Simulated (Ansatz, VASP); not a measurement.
One calculation of FeGe, two programs

```
CELL_PARAMETERS angstrom
4.66262 0.00000 0.00000
0.00000 4.66262 0.00000
0.00000 0.00000 4.66262
ATOMIC_POSITIONS crystal
Fe 0.13491 0.13491 0.13491
Fe 0.36509 0.86509 0.63491
Fe 0.63491 0.36509 0.86509
Fe 0.86509 0.63491 0.36509
Ge 0.84176 0.84176 0.84176
Ge 0.65824 0.15824 0.34176
Ge 0.34176 0.65824 0.15824
Ge 0.15824 0.34176 0.65824
```

Alike in both runs: task single point; functional PBE; k mesh 8 × 8 × 8; occupations gaussian, width 0.05 eV; no spin polarisation.

|  | VASP | Ansatz |
| --- | --- | --- |
| version | VASP 6.6.1 | Ansatz 0.2.0 |
| potentials or method | VASP PAW PBE potentials, release 64 (Fe, Ge_d), cutoff 520 eV | scalar-relativistic, plane waves, PAW |
| valence electrons in the cell | 88 | 120 |

Ansatz gave:

| Item | Value |
| --- | --- |
| gap on the k mesh at the Fermi level (eV) | 0.09 |
| least direct gap on the mesh (eV) | 0.12 |
| pressure (GPa) | -3.0 |
| rms of the force components (eV/Å) | 0.165 |

Which values does VASP return?

gap on the k mesh at the Fermi level (eV): 0.09; least direct gap on the mesh (eV): 0.11; pressure (GPa): -2.9; rms of the force components (eV/Å): 0.160.

Atom by atom the forces differ by 0.011 eV/Å (rms over components). VASP's potentials hold 88 valence electrons a cell and Ansatz's 120, so a difference there can come from the potentials and not from the codes.
